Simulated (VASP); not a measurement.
Wanted: the native input for a VASP 6.6.1 run.

```
Task                   : single point
Functional             : PBE
Potentials or basis    : VASP PAW PBE potentials, release 64 (Hf_pv, Si)
Cutoff                 : 520 eV
k mesh                 : 12 × 12 × 4
Occupations            : gaussian, width 0.1 eV
Spin                   : no spin polarisation
Dipole correction      : no
Further INCAR settings : ALGO = Fast; EDIFF = 1e-06; NBANDS = 30
```

The structure of Hf4Si lies in POSCAR:

```
Hf4Si
1.0
    3.1938535232      0.0000000000      0.0000000000
   -1.5969267616      2.7659582870      0.0000000000
    0.0000000000      0.0000000000     11.9079180378
Hf Si
4 1
Direct
    0.6666666667      0.3333333333      0.8180237670
    0.3333333333      0.6666666667      0.1819762330
    0.6666666667      0.3333333333      0.3893482884
    0.3333333333      0.6666666667      0.6106517116
    0.0000000000      0.0000000000      0.0000000000
```

These files were run (other wordings do the same):

INCAR

```
SYSTEM = Hf4Si
  ALGO = Fast
  EDIFF = 1E-6
  ENCUT = 520
  GGA = PE
  ISIF = 2
  ISMEAR = 0
  LASPH = .True.
  LCHARG = .True.
  LELF = .True.
  LREAL = .False.
  LVHAR = .True.
  LWAVE = .False.
  NBANDS = 30
  NELM = 80
  PREC = Accurate
  SIGMA = 0.1
```

KPOINTS

```
k-points
0
Gamma
  12 12 4
  0 0 0
```

Potentials or basis: VASP PAW PBE potentials, release 64 (Hf_pv, Si).

The run is started by

```console
$ cat potpaw_PBE.64/Hf_pv/POTCAR potpaw_PBE.64/Si/POTCAR > POTCAR
$ mpirun -np 1 vasp_std > vasp.out
```

Results of the run:

```json
{
 "Pressure": "-0.4 GPa",
 "Largest force": "0.024 eV/Å",
 "Band gap on the k mesh": "zero (bands 22 and 23 overlap by 2.05 eV)"
}
```

Caveat: spin-orbit coupling is left out, which moves the levels of the heavy elements.

Wall time 5.9 min on 1 thread of Intel Xeon 8259CL, with other jobs on the host, peak memory 0.34 GiB.
